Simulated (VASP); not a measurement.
A run of VASP 6.6.1 is set up as follows.

The input INCAR:

```
SYSTEM = LiAl2
  PREC = Accurate
  ENCUT = 520
  EDIFF = 1E-7
  ISMEAR = 0
  SIGMA = 0.1
  LREAL = .False.
  LASPH = .True.
  NELM = 80
  ALGO = Fast
  ISIF = 2
  LWAVE = .False.
  LCHARG = .False.
  GGA = PE
  NBANDS = 18
```

Contents of KPOINTS:

```
regular mesh
0
Gamma
  6 6 6
  0 0 0
```

Contents of POSCAR:

```
LiAl2
1.0
   -2.3637926927      3.0017475145      4.0102078970
    2.3637926927     -3.0017475145      4.0102078970
    2.3637926927      3.0017475145     -4.0102078970
Li Al
2 4
Direct
    0.7470458437      0.0000000000      0.7470458437
    0.2529541563      0.0000000000      0.2529541563
    0.4180437620      0.6681635094      0.7498802525
    0.9182832569      0.6681635094      0.2501197475
    0.0817167431      0.3318364906      0.7498802525
    0.5819562380      0.3318364906      0.2501197475
```

Potentials or basis: VASP PAW PBE potentials, release 64 (Li_sv, Al).

The run is started by

```bash
$ cat potpaw_PBE.64/Li_sv/POTCAR potpaw_PBE.64/Al/POTCAR > POTCAR
$ mpirun -np 1 vasp_std > vasp.out
```

Q: Estimate the band gap on the k mesh.

A: Zero (band 9 reaches 6.04 eV, above the bottom of band 10 at 3.67 eV).

Q: Predict the largest force.

A: 0.032 eV/Å.

Forces in eV/Å, atoms in the order of the input:
```
Li   0.000  0.018  0.000
Li   0.000 -0.018  0.000
Al   0.000  0.001 -0.032
Al   0.000 -0.001 -0.032
Al   0.000  0.001  0.032
Al   0.000 -0.001  0.032
```
